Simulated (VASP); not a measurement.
# TiCo3 (Pm-3m) in VASP: a series of runs

Runs on TiCo3. Level: PBEsol. Tasks: single point.

Program: VASP 6.6.1. These are calculated values, not measurements. Logs are shortened: lines on timing, memory, paths and dates and some standing lists are left out, and cuts for length are marked.

## Step 1: The cell of the first run

The structure is cubic, space group Pm-3m (No. 221). Conventional cell: a = 3.669 Å, b = 3.669 Å, c = 3.669 Å, α = 90.00°, β = 90.00°, γ = 90.00°. Within 3.4 Å of Ti (site symmetry m-3m) lie 12 Co at 2.59 Å. Within 3.4 Å of Co (site symmetry 4/mmm) lie 4 Ti at 2.59 Å and 8 Co at 2.59 Å.

## Step 2: Single point, PBEsol, collinear spin, ferromagnetic start (12.35 Å³/atom)

Input file INCAR:

```
SYSTEM = TiCo3
  ALGO = Fast
  EDIFF = 1E-6
  ENCUT = 520
  GGA = PS
  ISIF = 2
  ISMEAR = 0
  ISPIN = 2
  LASPH = .TRUE.
  LCHARG = .TRUE.
  LELF = .TRUE.
  LMAXMIX = 4
  LORBIT = 11
  LREAL = .FALSE.
  LVHAR = .TRUE.
  LWAVE = .FALSE.
  MAGMOM = 0.4 0.88 0.88 0.88
  NBANDS = 32
  NELM = 150
  NUPDOWN = 3.04
  PREC = Accurate
  SIGMA = 0.15
```

Input file KPOINTS:

```
k-points
0
G
  12 12 12
  0 0 0
```

Input file POSCAR:

```
TiCo3
1.0
    3.6693350640      0.0000000000      0.0000000000
    0.0000000000      3.6693350640      0.0000000000
    0.0000000000      0.0000000000      3.6693350640
Ti Co
1 3
Direct
    0.0000000000      0.0000000000      0.0000000000
    0.0000000000      0.5000000000      0.5000000000
    0.5000000000      0.0000000000      0.5000000000
    0.5000000000      0.5000000000      0.0000000000
```

Potentials or basis: VASP PAW PBE potentials, release 64 (Ti_sv, Co).

On the command line:

```sh
cat potpaw_PBE.64/Ti_sv/POTCAR potpaw_PBE.64/Co/POTCAR > POTCAR
mpirun -np 1 vasp_std > vasp.out
```

OUTCAR:

```text
SYSTEM = TiCo3
   EDIFF = 1E-6
   ENCUT = 520
   GGA = PS
   ISIF = 2
   ISMEAR = 0
   ISPIN = 2
   LASPH = .TRUE.
   LORBIT = 11
   LREAL = .FALSE.
   NELM = 150
   NUPDOWN = 3.04
   PREC = Accurate

 ion  position               nearest neighbor table
   1  0.000  0.000  0.000-   2 2.59   3 2.59   4 2.59   2 2.59   3 2.59   2 2.59   4 2.59   2 2.59
                             3 2.59   4 2.59   3 2.59   4 2.59
   2  0.000  0.500  0.500-   1 2.59   3 2.59   4 2.59   1 2.59   4 2.59   1 2.59   3 2.59   1 2.59
                             3 2.59   4 2.59   4 2.59   3 2.59
   3  0.500  0.000  0.500-   1 2.59   2 2.59   4 2.59   1 2.59   4 2.59   2 2.59   4 2.59   4 2.59
                             1 2.59   2 2.59   1 2.59   2 2.59
   4  0.500  0.500  0.000-   1 2.59   2 2.59   3 2.59   2 2.59   3 2.59   1 2.59   3 2.59   3 2.59
                             1 2.59   2 2.59   2 2.59   1 2.59

  LATTYP: Found a simple cubic cell.
 ALAT       =     3.6693350640

  Lattice vectors:

 A1 = (   3.6693350640,   0.0000000000,   0.0000000000)
 A2 = (   0.0000000000,   3.6693350640,   0.0000000000)
 A3 = (   0.0000000000,   0.0000000000,   3.6693350640)

Analysis of symmetry for initial positions (statically):
=====================================================================
 Subroutine PRICEL returns:
 Original cell was already a primitive cell.

 Routine SETGRP: Setting up the symmetry group for a
 simple cubic supercell.

 Subroutine GETGRP returns: Found 48 space group operations
 (whereof 48 operations were pure point group operations)
 out of a pool of 48 trial point group operations.

The static configuration has the point symmetry O_h .

Analysis of symmetry for dynamics (positions and initial velocities):
=====================================================================
 Subroutine PRICEL returns:
 Original cell was already a primitive cell.

 Routine SETGRP: Setting up the symmetry group for a
 simple cubic supercell.

 Subroutine GETGRP returns: Found 48 space group operations
 (whereof 48 operations were pure point group operations)
 out of a pool of 48 trial point group operations.

The dynamic configuration has the point symmetry O_h .

Analysis of structural, dynamic, and magnetic symmetry:
=====================================================================
 Subroutine PRICEL returns:
 Original cell was already a primitive cell.

 Routine SETGRP: Setting up the symmetry group for a
 simple cubic supercell.

 Subroutine GETGRP returns: Found 48 space group operations
 (whereof 48 operations were pure point group operations)
 out of a pool of 48 trial point group operations.

The overall configuration has the point symmetry O_h .

 Subroutine INISYM returns: Found 48 space group operations
 (whereof 48 operations are pure point group operations),
 and found     1 'primitive' translations

----------------------------------------------------------------------------------------

                                     Primitive cell

  volume of cell :      49.4040

  direct lattice vectors                    reciprocal lattice vectors
     3.669335064  0.000000000  0.000000000     0.272528941  0.000000000  0.000000000
     0.000000000  3.669335064  0.000000000     0.000000000  0.272528941  0.000000000
     0.000000000  0.000000000  3.669335064     0.000000000  0.000000000  0.272528941

  length of vectors
     3.669335064  3.669335064  3.669335064     0.272528941  0.272528941  0.272528941

  position of ions in fractional coordinates (direct lattice)
     0.000000000  0.000000000  0.000000000
     0.000000000  0.500000000  0.500000000
     0.500000000  0.000000000  0.500000000
     0.500000000  0.500000000  0.000000000

  ion indices of the primitive-cell ions
   primitive index   ion index
                 1           1
                 2           2
                 3           3
                 4           4

----------------------------------------------------------------------------------------

 KPOINTS: k-points

Automatic generation of k-mesh.
 Grid dimensions read from file:
 generate k-points for:   12   12   12

 Generating k-lattice:

  Cartesian coordinates                     Fractional coordinates (reciprocal lattice)
     0.022710745  0.000000000  0.000000000     0.083333333  0.000000000  0.000000000
     0.000000000  0.022710745  0.000000000     0.000000000  0.083333333  0.000000000
     0.000000000  0.000000000  0.022710745     0.000000000  0.000000000  0.083333333

  Length of vectors
     0.022710745  0.022710745  0.022710745

  Shift w.r.t. Gamma in fractional coordinates (k-lattice)
     0.000000000  0.000000000  0.000000000

 Subroutine IBZKPT returns following result:
 ===========================================

 Found     84 irreducible k-points:

 Following reciprocal coordinates:
            Coordinates               Weight
  0.000000  0.000000  0.000000      1.000000
  0.083333  0.000000  0.000000      6.000000
  0.166667  0.000000  0.000000      6.000000
  0.250000  0.000000  0.000000      6.000000
  0.333333  0.000000  0.000000      6.000000
  0.416667  0.000000  0.000000      6.000000
[... 16 lines left out ...]
  0.333333  0.333333  0.000000     12.000000
  0.416667  0.333333  0.000000     24.000000
 [... further k-points ...]
   k-points           NKPTS =     84   k-points in BZ     NKDIM =     84   number of bands    NBANDS=     32
   number of dos      NEDOS =    301   number of ions     NIONS =      4
   total plane-waves  NPLWV =  21952
   dimension x,y,z NGX =    28 NGY =   28 NGZ =   28
   dimension x,y,z NGXF=    56 NGYF=   56 NGZF=   56
   ions per type =               1   3
   NGX,Y,Z   is equivalent  to a cutoff of  12.69, 12.69, 12.69 a.u.
   NGXF,Y,Z  is equivalent  to a cutoff of  25.37, 25.37, 25.37 a.u.
 SYSTEM =  TiCo3
   PREC   = accura    normal or accurate (medium, high low for compatibility)
   ISTART =      0    job   : 0-new  1-cont  2-samecut
   ICHARG =      2    charge: 1-file 2-atom 10-const
   ISPIN  =      2    spin polarized calculation?
   LNONCOLLINEAR =      F non collinear calculations
   LSORBIT =      F    spin-orbit coupling
   LASPH  =      T    aspherical Exc in radial PAW
   ENCUT  =  520.0 eV  38.22 Ry    6.18 a.u.   6.82  6.82  6.82*2*pi/ulx,y,z
   NELM   =    150;   NELMIN=  2; NELMDL= -5     # of ELM steps
   EDIFF  = 0.1E-05   stopping-criterion for ELM
   LREAL  =      F    real-space projection
   EDIFFG = 0.1E-04   stopping-criterion for IOM
   NSW    =      0    number of steps for IOM
   IBRION =     -1    ionic relax: 0-MD 1-quasi-New 2-CG
   NFREE  =      0    steps in history (QN), initial steepest desc. (CG)
   ISIF   =      2    stress and relaxation
   ISYM   =      2    0-nonsym 1-usesym 2-fastsym
   POTIM  = 0.5000    time-step for ionic-motion
   TEBEG  =    0.0;   TEEND  =   0.0 temperature during run
   PSTRESS=    0.0 pullay stress
   NELECT =      39.0000    total number of electrons
   NUPDOWN=       3.0400    fix difference up-down
   EMIN   =  10.00;   EMAX   =-10.00  energy-range for DOS
   EFERMI =   0.00;   METHOD = LEGACY
   ISMEAR =     0;   SIGMA  =   0.15  broadening in eV -4-tet -1-fermi 0-gaus
   EFERMI_NEDOS =   21; number of points for ismear=-14 and -15
   IALGO  =     68    algorithm
   IMIX   =      4    mixing-type and parameters
     AMIX     =   0.40;   BMIX     =  1.00
     AMIX_MAG =   1.60;   BMIX_MAG =  1.00
  volume/ion in A,a.u.               =      12.35        83.35
  Fermi-wavevector in a.u.,A,eV,Ry     =   1.513012  2.859178 31.146523  2.289205
  Thomas-Fermi vector in A             =   2.622860
   LORBIT       =     11    0 simple, 1 ext, 2 COOP (PROOUT), +10 PAW based schemes
   GGA     = PS    functional components
   LHFCALC =     F    Hartree Fock is set to
   AEXX    =    0.0000 exact exchange contribution
   IVDW    =     0    specifies the selected vdW correction
   LEPSILON=     F    determine dielectric tensor
   LRPA    =     F    only Hartree local field effects (RPA)
 spin polarized calculation
 RMM-DIIS sequential band-by-band and
 Gauss-broadening in eV      SIGMA  =   0.15
  energy-cutoff  :      520.00
  volume of cell :       49.40
 maximum number of plane-waves:      1357
 NGX is ok and might be reduce to    28
   NGX = 13   NGY = 13   NGZ = 13

 number of electron      38.9999976 magnetization       3.0399996

 Free energy of the ion-electron system (eV)
  ---------------------------------------------------
  ext. energy  EPLUGINS =         0.00000000
  ---------------------------------------------------
  free energy    TOTEN  =       -32.35512737 eV

  energy without entropy =      -32.29846485  energy(sigma->0) =      -32.32679611

 E-fermi :   9.2225     XC(G=0): -12.9936

 val. band max:       10.0914678116   @ k =   0.5000   0.4167   0.4167
 cond. band min:       9.2240628408   @ k =   0.5000   0.2500   0.0833
 fundamental gap:     -0.8674049709
 Fermi energy:        10.1215021647

 spin component 1

 k-point     1 :       0.0000    0.0000    0.0000
  band No.  band energies     occupation
      1     -47.0418      1.00000
      2     -23.3765      1.00000
      3     -23.3765      1.00000
      4     -23.3765      1.00000
      5       1.4213      1.00000
      6       4.9302      1.00000
[... 805 lines left out ...]
     30      20.0576      0.00000
     31      20.6262      0.00000

 [... further k-points ...]

 spin component 2

 k-point     1 :       0.0000    0.0000    0.0000
  band No.  band energies     occupation
      1     -47.4031      1.00000
      2     -23.7427      1.00000
      3     -23.7427      1.00000
      4     -23.7427      1.00000
      5       1.4344      1.00000
      6       5.4767      1.00000
[... 805 lines left out ...]
     30      20.3757      0.00000
     31      20.8098      0.00000

 [... further k-points ...]

 [bands above 31 left out]

------------------------ aborting loop because EDIFF is reached ----------------------------------------

  FORCE on cell =-STRESS in cart. coord.  units (eV):
  Direction    XX          YY          ZZ          XY          YZ          ZX
  --------------------------------------------------------------------------------------
  -------------------------------------------------------------------------------------
  Total       -5.1705088     -5.1705088     -5.1705088     -0.0000000      0.0000000     -0.0000000
  in kB     -167.6801860   -167.6801860   -167.6801860     -0.0000000      0.0000000     -0.0000000
  external PRESSURE =    -167.6801860 kB  Pullay stress =       0.0000000 kB

 VOLUME and BASIS-vectors are now :
 -----------------------------------------------------------------------------
  energy-cutoff  :      520.00
  volume of cell :       49.40
      direct lattice vectors                 reciprocal lattice vectors
     3.669335064  0.000000000  0.000000000     0.272528941  0.000000000  0.000000000
     0.000000000  3.669335064  0.000000000     0.000000000  0.272528941  0.000000000
     0.000000000  0.000000000  3.669335064     0.000000000  0.000000000  0.272528941

 POSITION                                       TOTAL-FORCE (eV/Angst)
 -----------------------------------------------------------------------------------
      0.00000      0.00000      0.00000         0.000000      0.000000      0.000000
      0.00000      1.83467      1.83467         0.000000      0.000000      0.000000
      1.83467      0.00000      1.83467         0.000000      0.000000      0.000000
      1.83467      1.83467      0.00000         0.000000      0.000000      0.000000
 -----------------------------------------------------------------------------------
    total drift:                                0.000000      0.000000      0.000000

  FREE ENERGIE OF THE ION-ELECTRON SYSTEM (eV)
  ---------------------------------------------------
  free  energy   TOTEN  =       -32.3551273676 eV

  energy  without entropy=      -32.2984648504  energy(sigma->0) =      -32.32679611

 total charge

# of ion       s       p       d       tot
------------------------------------------
    1        2.254   6.176   1.873  10.303
    2        0.481   0.469   7.256   8.207
    3        0.481   0.469   7.256   8.207
    4        0.481   0.469   7.256   8.207
--------------------------------------------------
tot          3.698   7.584  23.640  34.922

 magnetization (x)

# of ion       s       p       d       tot
------------------------------------------
    1       -0.007  -0.021  -0.382  -0.410
    2       -0.003  -0.012   1.200   1.186
    3       -0.003  -0.012   1.200   1.186
    4       -0.003  -0.012   1.200   1.186
--------------------------------------------------
tot         -0.017  -0.056   3.220   3.147
```

Run time: 8.2 min. Hardware: 1 thread of Oxide Virtual Turin-like, shared host; peak memory 0.28 GiB.

What came out:

```yaml
Free_energy: -32.3551 eV
Pressure: -16.8 GPa
Net_moment: 3.04 μB per cell
Site_moments: Ti -0.41; Co +1.19 μB
Valence_electrons_inside_the_program's_atomic_spheres: Ti 10.30; Co 8.21
```

Caveat: the cell stands under tension; the PAW data sets were made with another functional, which shifts forces and pressure a little; the total moment is fixed, so each spin has its own Fermi level and the state may be an excited one.

## Step 3: Single point, PBEsol, collinear spin, ferromagnetic start (10.98 Å³/atom)

This run uses another cell than the first one, of 10.98 Å³/atom.

Input file INCAR:

```
ALGO = Normal
EDIFF = 1E-6
ENCUT = 520
GGA = PS
ISIF = 2
ISMEAR = 0
ISPIN = 2
LASPH = T
LCHARG = F
LMAXMIX = 4
LORBIT = 11
LREAL = F
LWAVE = F
MAGMOM = 0.1 0.22 0.22 0.22
NBANDS = 32
NELM = 150
NUPDOWN = 0.76
PREC = Accurate
SIGMA = 0.15
```

Input file KPOINTS:

```
k-points
0
Gamma
  12 12 12
```

Input file POSCAR:

```
TiCo3
1.0
    3.5280257688      0.0000000000      0.0000000000
    0.0000000000      3.5280257688      0.0000000000
    0.0000000000      0.0000000000      3.5280257688
Ti Co
1 3
Direct
    0.0000000000      0.0000000000      0.0000000000
    0.0000000000      0.5000000000      0.5000000000
    0.5000000000      0.0000000000      0.5000000000
    0.5000000000      0.5000000000      0.0000000000
```

Potentials or basis: VASP PAW PBE potentials, release 64 (Ti_sv, Co).

On the command line:

```sh
cat potpaw_PBE.64/Ti_sv/POTCAR potpaw_PBE.64/Co/POTCAR > POTCAR
mpirun -np 1 vasp_std > vasp.out
```

OUTCAR:

```text
EDIFF = 1E-6
   ENCUT = 520
   GGA = PS
   ISIF = 2
   ISMEAR = 0
   ISPIN = 2
   LASPH = T
   LORBIT = 11
   LREAL = F
   NELM = 150
   NUPDOWN = 0.76
   PREC = Accurate

 ion  position               nearest neighbor table
   1  0.000  0.000  0.000-   2 2.49   3 2.49   4 2.49   2 2.49   3 2.49   2 2.49   4 2.49   2 2.49
                             3 2.49   4 2.49   3 2.49   4 2.49
   2  0.000  0.500  0.500-   1 2.49   3 2.49   4 2.49   1 2.49   4 2.49   1 2.49   3 2.49   1 2.49
                             3 2.49   4 2.49   4 2.49   3 2.49
   3  0.500  0.000  0.500-   1 2.49   2 2.49   4 2.49   1 2.49   4 2.49   2 2.49   4 2.49   4 2.49
                             1 2.49   2 2.49   1 2.49   2 2.49
   4  0.500  0.500  0.000-   1 2.49   2 2.49   3 2.49   2 2.49   3 2.49   1 2.49   3 2.49   3 2.49
                             1 2.49   2 2.49   2 2.49   1 2.49

  LATTYP: Found a simple cubic cell.
 ALAT       =     3.5280257688

  Lattice vectors:
[... 1848 lines left out ...]

  FORCE on cell =-STRESS in cart. coord.  units (eV):
  Direction    XX          YY          ZZ          XY          YZ          ZX
  --------------------------------------------------------------------------------------
  -------------------------------------------------------------------------------------
  Total       -0.1229395     -0.1229395     -0.1229395     -0.0000000      0.0000000     -0.0000000
  in kB       -4.4854573     -4.4854573     -4.4854573     -0.0000000      0.0000000     -0.0000000
  external PRESSURE =      -4.4854573 kB  Pullay stress =       0.0000000 kB

 VOLUME and BASIS-vectors are now :
 -----------------------------------------------------------------------------
  energy-cutoff  :      520.00
  volume of cell :       43.91
      direct lattice vectors                 reciprocal lattice vectors
     3.528025769  0.000000000  0.000000000     0.283444642  0.000000000  0.000000000
     0.000000000  3.528025769  0.000000000     0.000000000  0.283444642  0.000000000
     0.000000000  0.000000000  3.528025769     0.000000000  0.000000000  0.283444642

 POSITION                                       TOTAL-FORCE (eV/Angst)
 -----------------------------------------------------------------------------------
      0.00000      0.00000      0.00000         0.000000      0.000000      0.000000
      0.00000      1.76401      1.76401         0.000000      0.000000      0.000000
      1.76401      0.00000      1.76401         0.000000      0.000000      0.000000
      1.76401      1.76401      0.00000         0.000000      0.000000      0.000000
 -----------------------------------------------------------------------------------
    total drift:                                0.000000      0.000000      0.000000

  FREE ENERGIE OF THE ION-ELECTRON SYSTEM (eV)
  ---------------------------------------------------
  free  energy   TOTEN  =       -32.7424245823 eV

  energy  without entropy=      -32.6828546396  energy(sigma->0) =      -32.71263961

 total charge

# of ion       s       p       d       tot
------------------------------------------
    1        2.281   6.215   1.994  10.490
    2        0.529   0.550   7.353   8.433
    3        0.529   0.550   7.353   8.433
    4        0.529   0.550   7.353   8.433
--------------------------------------------------
tot          3.869   7.865  24.054  35.789

 magnetization (x)

# of ion       s       p       d       tot
------------------------------------------
    1       -0.001  -0.007  -0.085  -0.093
    2       -0.001  -0.002   0.292   0.289
    3       -0.001  -0.002   0.292   0.289
    4       -0.001  -0.002   0.292   0.289
--------------------------------------------------
tot         -0.004  -0.013   0.790   0.773
```

stdout:

```text
POSCAR found type information on POSCAR TiCo
 POSCAR found :  2 types and       4 ions
 scaLAPACK will be used
 -----------------------------------------------------------------------------
|                                                                             |
|                                                                             |
|     You enforced a specific xc type in the INCAR file but a different       |
|     I HOPE YOU KNOW WHAT YOU ARE DOING!                                     |
|                                                                             |
 -----------------------------------------------------------------------------

 LDA part: xc-table for (Slater+PW92), standard interpolation
 POSCAR, INCAR and KPOINTS ok, starting setup
 FFT: planning ... GRIDC
 FFT: planning ... GRID_SOFT
 FFT: planning ... GRID
 WAVECAR not read
 entering main loop
```

Run time: 6.5 min. Hardware: 1 thread of Oxide Virtual Turin-like, shared host; peak memory 0.26 GiB.

Results:

* Free energy: -32.7424 eV
* Pressure: -0.4 GPa
* Net moment: 0.76 μB per cell
* Site moments: Ti -0.09; Co +0.29 μB
* Valence electrons inside the program's atomic spheres: Ti 10.49; Co 8.43

Caveat: the PAW data sets were made with another functional, which shifts forces and pressure a little; the total moment is fixed, so each spin has its own Fermi level and the state may be an excited one.

## Step 4: Single point, PBEsol, collinear spin, ferromagnetic start (10.98 Å³/atom)

This run uses another cell than the first one, of 10.98 Å³/atom.

Input file INCAR:

```
ALGO = Normal
EDIFF = 1E-6
ENCUT = 520
GGA = PS
ISIF = 2
ISMEAR = 0
ISPIN = 2
LASPH = True
LCHARG = False
LMAXMIX = 4
LORBIT = 11
LREAL = False
LWAVE = False
MAGMOM = 0.3 0.66 0.66 0.66
NBANDS = 32
NELM = 150
NUPDOWN = 2.28
PREC = Accurate
SIGMA = 0.15
```

KPOINTS is that of step 3.

POSCAR is that of step 3.

On the command line:

```sh
cat potpaw_PBE.64/Ti_sv/POTCAR potpaw_PBE.64/Co/POTCAR > POTCAR
mpirun -np 1 vasp_std > vasp.out
```

It took 4.7 min on 1 thread of Oxide Virtual Turin-like, shared host; peak memory 0.26 GiB.

The run converged. Its results:

```yaml
Free_energy: -32.7201 eV
Pressure: 3.0 GPa
Net_moment: 2.28 μB per cell
Site_moments: Ti -0.30; Co +0.88 μB
Valence_electrons_inside_the_program's_atomic_spheres: Ti 10.50; Co 8.43
```

Caveat: the cell stands under pressure; the PAW data sets were made with another functional, which shifts forces and pressure a little; the total moment is fixed, so each spin has its own Fermi level and the state may be an excited one.

[end of part 1 of 2]
